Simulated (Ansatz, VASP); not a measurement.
# SiHC: VASP beside Ansatz

File INCAR:

```
ALGO = Normal
EDIFF = 1E-6
EDIFFG = -0.01
ENCUT = 600
GGA = PE
IBRION = 2
ISIF = 3
ISMEAR = 0
LASPH = True
LCHARG = False
LREAL = False
LWAVE = False
NELM = 80
NSW = 100
PREC = Accurate
SIGMA = 0.1
```

Contents of KPOINTS:

```
k-points
0
Gamma
  12 12 8
```

Contents of POSCAR:

```
SiHC
1.0
    2.9902825451      0.0000000000      0.0000000000
    0.0000000000      2.9902825451      0.0000000000
    0.0000000000      0.0000000000      5.4515986278
Si H C
2 2 2
Direct
    0.0000000000      0.0000000000      0.7500000000
    0.0000000000      0.0000000000      0.2500000000
    0.5000000000      0.5000000000      0.0000000000
    0.5000000000      0.5000000000      0.5000000000
    0.5000000000      0.0000000000      0.5000000000
    0.0000000000      0.5000000000      0.0000000000
```

Input for Ansatz:

```yaml
crystal:
  lattice:
    - [2.9902825451, 0.0, 0.0]
    - [0.0, 2.9902825451, 0.0]
    - [0.0, 0.0, 5.4515986278]
  atoms:
    - { symbol: Si, position: [0.0, 0.0, 0.75] }
    - { symbol: Si, position: [0.0, 0.0, 0.25] }
    - { symbol: H, position: [0.5, 0.5, 0.0] }
    - { symbol: H, position: [0.5, 0.5, 0.5] }
    - { symbol: C, position: [0.5, 0.0, 0.5] }
    - { symbol: C, position: [0.0, 0.5, 0.0] }
basis:
  ecutwfc: 420
kpoints:
  mp_grid: { grid: [12, 12, 8] }
hamiltonian:
  xc: pbe
scf:
  occupations: { method: gaussian, width: 0.1 }
output:
  forces: true
  stress: true
  eigenvalues: true
relax:
  adjacent_minimum: "off"
  f_tol: 0.01
  max_steps: 80
  cell: { stress_tol: 0.05 }
```

Change from the starting cell: species swapped into the TbCoC type (P4_2/mmc, No. 131).

Alike in both runs: task relaxation of cell and atoms; functional PBE; k mesh 12 × 12 × 8; occupations gaussian, width 0.1 eV; no spin polarisation.

|  | VASP | Ansatz |
| --- | --- | --- |
| version | VASP 6.6.1 | Ansatz 0.2.0 |
| potentials or method | VASP PAW PBE potentials, release 64 (Si, H, C), cutoff 600 eV | scalar-relativistic, plane waves, PAW |
| valence electrons in the cell | 18 | 18 |

```tsv
	VASP	Ansatz	Ansatz less VASP
gap on the k mesh at the Fermi level, each at its own relaxed structure (eV)	none	none	-
relaxed volume (Å³/atom)	8.13	8.14	+0.010
relaxed length of the cell vector where the two differ most in proportion (Å)	5.528	5.531	+0.0024
```

A gap of «none» marks a metal or a gap that the smearing closes.
